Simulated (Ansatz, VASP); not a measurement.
Two plane-wave programs on Cs

```xyz
1
Lattice="-3.1132 3.0225 3.1132 2.9318 -3.0225 2.9318 3.1132 3.0225 -3.1132" Properties=species:S:1:pos:R:3 pbc="T T T"
Cs    0.0000    0.0000    0.0000
```

Change from the starting cell: strain -0.0600 x Voigt [0, 0, 0, 0, 1, 0], atoms carried along.

Alike in both runs: task single point; functional PBE; k mesh 12 × 12 × 12; occupations gaussian, width 0.15 eV; no spin polarisation.

|  | VASP | Ansatz |
| --- | --- | --- |
| version | VASP 6.6.1 | Ansatz 0.2.0 |
| potentials or method | VASP PAW PBE potentials, release 64 (Cs_sv), cutoff 520 eV | scalar-relativistic, plane waves, PAW |
| valence electrons in the cell | 9 | 9 |

|  | VASP | Ansatz | Ansatz less VASP |
| --- | --- | --- | --- |
| gap on the k mesh at the Fermi level (eV) | none | none | - |
| pressure (GPa) | 0.1 | 0.1 | +0.01 |
| traceless stress, the component that is largest in VASP (GPa) | 0.09 | 0.09 | -0.001 |

A gap of «none» marks a metal or a gap that the smearing closes.

Neither program's run includes spin-orbit coupling.
